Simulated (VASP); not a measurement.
Runs of VASP 6.6.1 on Ba. The structure is that of space group Im-3m (No. 229), or close to it. The cells are those of the table. 

```csv
task,cell,gap on the mesh (eV),pressure (GPa)
single point,"a = 3.171 Å, angles 109.5°, 1 atom",none,35.5
relaxation of cell and atoms,"relaxed to 30 GPa from a = 4.339 Å, angles 109.5°, 1 atom",none,30.1
single point,"a = 3.341 Å, angles 109.5°, 1 atom",none,(a)
single point,"a = 3.613 Å, angles 109.5°, 1 atom",none,10.9
single point,"a = 4.351 Å, angles 109.5°, 1 atom",none,0.0
relaxation of cell and atoms,"relaxed to 10 GPa from a = 4.339 Å, angles 109.5°, 1 atom",none,10.0
relaxation of cell and atoms,"relaxed to 20 GPa from a = 4.339 Å, angles 109.5°, 1 atom",none,20.0
relaxation of cell and atoms,"relaxed from a = 4.339 Å, angles 109.5°, 1 atom",none,0.0
```

Alike in all rows: level PBE; potentials or basis VASP PAW PBE potentials, release 64 (Ba_sv); no spin polarisation; k mesh 12 × 12 × 12; cutoff (eV) 500; smearing methfessel-paxton 0.05 eV.

Question: Estimate the missing entries.

Answer: (a) 22.4.

Caveats: spin-orbit coupling is left out, which moves the levels of the heavy elements; the cell stands under pressure (at least some runs); the cell is relaxed towards a set pressure, so the run minimises the enthalpy, not the energy (at least some runs).

A k mesh can miss the band edges, and the runs leave out spin-orbit coupling on Ba.

A gap of «none» marks levels without a gap at the run's occupations.
